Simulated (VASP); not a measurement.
## SnO: single point with PBE

Crystal: SnO.

```
CELL_PARAMETERS angstrom
3.86859 0.00000 0.00000
0.00000 3.86859 0.00000
0.00000 0.00000 5.06621
ATOMIC_POSITIONS crystal
Sn 0.50000 0.00000 0.22875
Sn 0.00000 0.50000 0.77125
O 0.00000 0.00000 0.00000
O 0.50000 0.50000 0.00000
```

* Program: VASP 6.6.1
* Task: single point
* Functional: PBE
* Potentials or basis: VASP PAW PBE potentials, release 64 (Sn_d, O)
* Cutoff: 520 eV
* k mesh: 12 × 12 × 10
* Occupations: gaussian, width 0.1 eV
* Spin: no spin polarisation

| Property | Result |
| --- | --- |
| Pressure | 0.2 GPa |
| Largest force | 0.077 eV/Å |
| Band gap on the k mesh | 0.50 eV (least direct gap 1.91 eV) |

Forces in eV/Å, atoms in the order of the input:
```
Sn   0.000  0.000  0.077
Sn   0.000  0.000 -0.077
O    0.000  0.000  0.000
O    0.000  0.000  0.000
```

Levels at points of the mesh, in eV from the valence-band top:
```tsv
k point	band 16	band 17	band 18	band 19	band 20	band 21	band 22	band 23	band 24	band 25
(0.00, 0.00, 0.00)	-5.82	-3.15	-2.88	-2.88	0.00	1.91	4.06	4.92	4.92	5.52
(0.50, 0.00, 0.00)	-4.63	-4.47	-4.47	-2.33	-2.33	3.04	3.04	5.68	5.68	5.93
(0.50, 0.50, 0.00)	-4.75	-2.24	-2.24	-1.74	-1.74	0.50	0.50	4.56	4.56	6.80
(0.00, 0.00, 0.50)	-3.41	-3.20	-2.90	-2.90	-1.94	1.72	3.31	3.31	3.75	7.69
(0.50, 0.00, 0.50)	-5.00	-4.45	-4.45	-1.53	-1.53	2.47	2.47	5.56	5.56	6.37
(0.50, 0.50, 0.50)	-5.08	-2.35	-2.35	-2.25	-2.25	2.61	2.61	3.75	3.75	5.50
```

Wall time 3.3 min on 1 thread of AMD EPYC 9R45 96-Core Processor (Zen 5), with other jobs on the host, peak memory 0.36 GiB.

Caveat: spin-orbit coupling is left out, which moves the levels of the heavy elements. A k mesh can miss the band edges.
